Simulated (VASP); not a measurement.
# Ge (P6_3/mmc) in VASP: notebook

Runs on Ge. Level: PBEsol. Tasks: single point.

Program: VASP 6.6.1. These are calculated values, not measurements. Logs are shortened: lines on timing, memory, paths and dates and some standing lists are left out, and cuts for length are marked.

## Step 1: The cell of the first run

Symmetry: P6_3/mmc, No. 194, hexagonal system. The conventional cell has a = 4.057 Å, b = 4.057 Å, c = 6.695 Å, α = 90.00°, β = 90.00°, γ = 120.00°. Within 3.3 Å of Ge (site symmetry 3m) lie 4 Ge at 2.49 to 2.51 Å.

This isn't the form of Ge at room conditions, which is diamond.

## Step 2: Single point, PBEsol (strain +0.015 along x and y, +0.015 along z)

Input file INCAR:

```
SYSTEM = Ge
ALGO = Normal ; EDIFF = 1E-6
ENCUT = 520 ; GGA = PS
ISIF = 2 ; ISMEAR = 0
LASPH = .TRUE. ; LCHARG = .TRUE.
LELF = .TRUE. ; LREAL = .FALSE.
LVHAR = .TRUE. ; LWAVE = .FALSE.
NBANDS = 36 ; NELM = 100
PREC = Accurate ; SIGMA = 0.15
```

Input file KPOINTS:

```
k-points
0
G
  12 12 8
  0 0 0
```

Input file POSCAR:

```
Ge
1.0
    4.0569223822      0.0000000000      0.0000000000
   -2.0284611911      3.5133978441      0.0000000000
    0.0000000000      0.0000000000      6.6953106100
Ge
4
Direct
    0.6666666667      0.3333333333      0.0629118565
    0.3333333333      0.6666666667      0.5629118565
    0.6666666667      0.3333333333      0.4370881435
    0.3333333333      0.6666666667      0.9370881435
```

Potentials or basis: VASP PAW PBE potentials, release 64 (Ge_d).

Command:

```bash
$ cat potpaw_PBE.64/Ge_d/POTCAR > POTCAR
$ mpirun -np 1 vasp_std > vasp.out
```

OUTCAR:

```text
SYSTEM = Ge
   EDIFF = 1E-6
   ENCUT = 520
   GGA = PS
   ISIF = 2
   ISMEAR = 0
   LASPH = .TRUE.
   LREAL = .FALSE.
   NELM = 100
   PREC = Accurate

 ion  position               nearest neighbor table
   1  0.667  0.333  0.063-   4 2.49   4 2.49   4 2.49   3 2.51
   2  0.333  0.667  0.563-   3 2.49   3 2.49   3 2.49   4 2.51
   3  0.667  0.333  0.437-   2 2.49   2 2.49   2 2.49   1 2.51
   4  0.333  0.667  0.937-   1 2.49   1 2.49   1 2.49   2 2.51

  LATTYP: Found a hexagonal cell.
 ALAT       =     4.0569223822
 C/A-ratio  =     1.6503422987

  Lattice vectors:

 A1 = (   4.0569223822,   0.0000000000,   0.0000000000)
 A2 = (  -2.0284611911,   3.5133978441,   0.0000000000)
 A3 = (   0.0000000000,   0.0000000000,   6.6953106100)

Analysis of symmetry for initial positions (statically):
=====================================================================
 Subroutine PRICEL returns:
 Original cell was already a primitive cell.

 Routine SETGRP: Setting up the symmetry group for a
 hexagonal supercell.

 Subroutine GETGRP returns: Found 24 space group operations
 (whereof 12 operations were pure point group operations)
 out of a pool of 24 trial point group operations.

The static configuration has the point symmetry D_3d.
 The point group associated with its full space group is D_6h.

Analysis of symmetry for dynamics (positions and initial velocities):
=====================================================================
 Subroutine PRICEL returns:
 Original cell was already a primitive cell.

 Routine SETGRP: Setting up the symmetry group for a
 hexagonal supercell.

 Subroutine GETGRP returns: Found 24 space group operations
 (whereof 12 operations were pure point group operations)
 out of a pool of 24 trial point group operations.

The dynamic configuration has the point symmetry D_3d.
 The point group associated with its full space group is D_6h.

 Subroutine INISYM returns: Found 24 space group operations
 (whereof 12 operations are pure point group operations),
 and found     1 'primitive' translations

----------------------------------------------------------------------------------------

                                     Primitive cell

  volume of cell :      95.4322
[... 88 lines left out ...]
   LNONCOLLINEAR =      F non collinear calculations
   LSORBIT =      F    spin-orbit coupling
   LASPH  =      T    aspherical Exc in radial PAW
   ENCUT  =  520.0 eV  38.22 Ry    6.18 a.u.   7.54  7.54 12.45*2*pi/ulx,y,z
   NELM   =    100;   NELMIN=  2; NELMDL= -5     # of ELM steps
   EDIFF  = 0.1E-05   stopping-criterion for ELM
   LREAL  =      F    real-space projection
   EDIFFG = 0.1E-04   stopping-criterion for IOM
   NSW    =      0    number of steps for IOM
   IBRION =     -1    ionic relax: 0-MD 1-quasi-New 2-CG
   NFREE  =      0    steps in history (QN), initial steepest desc. (CG)
   ISIF   =      2    stress and relaxation
   ISYM   =      2    0-nonsym 1-usesym 2-fastsym
   POTIM  = 0.5000    time-step for ionic-motion
   TEBEG  =    0.0;   TEEND  =   0.0 temperature during run
   PSTRESS=    0.0 pullay stress
   NELECT =      56.0000    total number of electrons
   NUPDOWN=      -1.0000    fix difference up-down
   EMIN   =  10.00;   EMAX   =-10.00  energy-range for DOS
   EFERMI =   0.00;   METHOD = LEGACY
   ISMEAR =     0;   SIGMA  =   0.15  broadening in eV -4-tet -1-fermi 0-gaus
   EFERMI_NEDOS =   21; number of points for ismear=-14 and -15
   IALGO  =     38    algorithm
   IMIX   =      4    mixing-type and parameters
     AMIX     =   0.40;   BMIX     =  1.00
     AMIX_MAG =   1.60;   BMIX_MAG =  1.00
  volume/ion in A,a.u.               =      23.86       161.00
  Fermi-wavevector in a.u.,A,eV,Ry     =   1.370585  2.590030 25.558582  1.878503
  Thomas-Fermi vector in A             =   2.496358
   LORBIT       =      0    0 simple, 1 ext, 2 COOP (PROOUT), +10 PAW based schemes
   GGA     = PS    functional components
   LHFCALC =     F    Hartree Fock is set to
   AEXX    =    0.0000 exact exchange contribution
   IVDW    =     0    specifies the selected vdW correction
   LEPSILON=     F    determine dielectric tensor
   LRPA    =     F    only Hartree local field effects (RPA)
 non-spin polarized calculation
 Gauss-broadening in eV      SIGMA  =   0.15
  energy-cutoff  :      520.00
  volume of cell :       95.43
 maximum number of plane-waves:      2597
   NGX = 15   NGY = 15   NGZ = 25

 number of electron      55.9999987 magnetization

 Free energy of the ion-electron system (eV)
  ---------------------------------------------------
  ext. energy  EPLUGINS =         0.00000000
  ---------------------------------------------------
  free energy    TOTEN  =       -19.64738009 eV

  energy without entropy =      -19.64571891  energy(sigma->0) =      -19.64654950

 E-fermi :   4.4292     XC(G=0):  -9.8768

 val. band max:        4.4279395582   @ k =   0.0000   0.0000   0.1250
 cond. band min:       4.5259446289   @ k =   0.0000   0.0000   0.0000
 fundamental gap:      0.0980050707
 Fermi energy:         4.4292123242

 k-point     1 :       0.0000    0.0000    0.0000
  band No.  band energies     occupation
      1     -20.3660      2.00000
      2     -20.3660      2.00000
      3     -20.3321      2.00000
      4     -20.3321      2.00000
      5     -20.3320      2.00000
      6     -20.3199      2.00000
[... 925 lines left out ...]
     35      11.1135      0.00000
     36      11.8347      0.00000

 [... further k-points ...]

------------------------ aborting loop because EDIFF is reached ----------------------------------------

  FORCE on cell =-STRESS in cart. coord.  units (eV):
  Direction    XX          YY          ZZ          XY          YZ          ZX
  --------------------------------------------------------------------------------------
  -------------------------------------------------------------------------------------
  Total       -1.6776257     -1.6776257     -1.7079247      0.0000000     -0.0000000      0.0000000
  in kB      -28.1650736    -28.1650736    -28.6737530      0.0000000     -0.0000000      0.0000000
  external PRESSURE =     -28.3346334 kB  Pullay stress =       0.0000000 kB

 VOLUME and BASIS-vectors are now :
 -----------------------------------------------------------------------------
  energy-cutoff  :      520.00
  volume of cell :       95.43
      direct lattice vectors                 reciprocal lattice vectors
     4.056922382  0.000000000  0.000000000     0.246492268  0.142312377  0.000000000
    -2.028461191  3.513397844  0.000000000     0.000000000  0.284624755  0.000000000
     0.000000000  0.000000000  6.695310610     0.000000000  0.000000000  0.149358269

 POSITION                                       TOTAL-FORCE (eV/Angst)
 -----------------------------------------------------------------------------------
      2.02846      1.17113      0.42121         0.000000      0.000000     -0.019226
     -0.00000      2.34227      3.76887        -0.000000      0.000000     -0.019226
      2.02846      1.17113      2.92644        -0.000000      0.000000      0.019226
     -0.00000      2.34227      6.27410         0.000000     -0.000000      0.019226
 -----------------------------------------------------------------------------------
    total drift:                               -0.000000      0.000000     -0.000000

  FREE ENERGIE OF THE ION-ELECTRON SYSTEM (eV)
  ---------------------------------------------------
  free  energy   TOTEN  =       -19.6473800891 eV

  energy  without entropy=      -19.6457189119  energy(sigma->0) =      -19.64654950
```

OSZICAR:

```text
N       E                     dE             d eps       ncg     rms          rms(c)
DAV:   1     0.492874854402E+03    0.49287E+03   -0.28431E+04  7860   0.420E+03
DAV:   2     0.666755429973E+02   -0.42620E+03   -0.41513E+03  6840   0.800E+02
DAV:   3    -0.151605145511E+02   -0.81836E+02   -0.80768E+02  7448   0.206E+02
DAV:   4    -0.198148510681E+02   -0.46543E+01   -0.46357E+01  8008   0.571E+01
DAV:   5    -0.199111713189E+02   -0.96320E-01   -0.96289E-01  7648   0.919E+00    0.431E+00
DAV:   6    -0.197321932381E+02    0.17898E+00   -0.94431E-02  8560   0.289E+00    0.245E+00
DAV:   7    -0.196446784486E+02    0.87515E-01   -0.12077E-01  7324   0.265E+00    0.201E-01
DAV:   8    -0.196467897183E+02   -0.21113E-02   -0.14963E-02  7576   0.127E+00    0.101E-01
DAV:   9    -0.196473075616E+02   -0.51784E-03   -0.47849E-04  8140   0.142E-01    0.301E-02
DAV:  10    -0.196473724268E+02   -0.64865E-04   -0.10982E-04  8344   0.122E-01    0.735E-03
DAV:  11    -0.196473795617E+02   -0.71349E-05   -0.12420E-05  6248   0.199E-02    0.314E-03
DAV:  12    -0.196473800891E+02   -0.52741E-06   -0.10024E-06  5260   0.101E-02
   1 F= -.19647380E+02 E0= -.19646550E+02  d E =-.166118E-02
```

stdout:

```text
POSCAR found type information on POSCAR Ge
 POSCAR found :  1 types and       4 ions
 scaLAPACK will be used
 -----------------------------------------------------------------------------
|                                                                             |
|                                                                             |
|     You enforced a specific xc type in the INCAR file but a different       |
|     I HOPE YOU KNOW WHAT YOU ARE DOING!                                     |
|                                                                             |
 -----------------------------------------------------------------------------

 LDA part: xc-table for (Slater+PW92), standard interpolation
 POSCAR, INCAR and KPOINTS ok, starting setup
 FFT: planning ... GRIDC
 FFT: planning ... GRID_SOFT
 FFT: planning ... GRID
 WAVECAR not read
 entering main loop
```

Wall time 7 min (1 thread of Intel Xeon 8259CL, shared host); peak memory 0.36 GiB.

What came out:

* Free energy: -19.6474 eV
* Pressure: -2.8 GPa
* Largest force: 0.019 eV/Å
* Band gap on the k mesh: zero (bands 28 and 29 overlap by 0.07 eV)

Forces on the atoms (eV/Å):
```
Ge   0.000  0.000 -0.019
Ge   0.000  0.000 -0.019
Ge   0.000  0.000  0.019
Ge   0.000  0.000  0.019
```

Levels at points of the mesh, in eV from the Fermi level:
```csv
k point,band 25,band 26,band 27,band 28,band 29,band 30,band 31,band 32
"(0.00, 0.00, 0.00)",-1.43,-0.45,-0.26,-0.17,0.10,0.10,2.22,2.22
"(0.50, 0.00, 0.00)",-4.40,-2.94,-2.70,-1.39,0.49,1.46,3.47,3.64
"(0.00, 0.00, 0.50)",-0.83,-0.83,-0.83,-0.83,0.49,0.49,3.29,3.29
"(0.50, 0.00, 0.50)",-2.47,-2.47,-2.31,-2.31,0.42,0.42,2.07,2.07
```

Caveat: the cell differs from its parent crystal (strain +0.015 along x and y, +0.015 along z); semilocal functionals underestimate gaps, so a narrow gap can read as zero; the PAW data sets were made with another functional, which shifts forces and pressure a little.

[end of part 1 of 2]
